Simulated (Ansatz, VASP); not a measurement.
CuAu in VASP and in Ansatz

```xyz
2
Lattice="1.4334 0.8276 4.2276 -1.4334 0.8276 4.2276 0.0000 -1.6551 4.2276" Properties=species:S:1:pos:R:3 pbc="T T T"
Au    0.0000    0.0000    0.0000
Cu    0.0000    0.0000    6.3414
```

Change from the starting cell: volume scaled by 0.98.

Alike in both runs: task single point; functional PBEsol; k mesh 11 × 11 × 11; occupations fermi-dirac, width 0.05 eV; no spin polarisation.

|  | VASP | Ansatz |
| --- | --- | --- |
| version | VASP 6.6.1 | Ansatz 0.2.0 |
| potentials or method | VASP PAW PBE potentials, release 64 (Au, Cu), cutoff 520 eV | all-electron LAPW, scalar-relativistic |

|  | VASP | Ansatz | Ansatz less VASP |
| --- | --- | --- | --- |
| gap on the k mesh at the Fermi level (eV) | none | none | - |
| pressure (GPa) | -5.5 | -5.5 | -0.07 |
| traceless stress, the component that is largest in VASP (GPa) | 1.40 | 1.27 | -0.128 |

VASP's potentials were made for PBE, not for PBEsol. A gap of «none» marks a metal or a gap that the smearing closes. Ansatz ran all-electron here, and VASP with PAW potentials.

Neither program's run includes spin-orbit coupling.
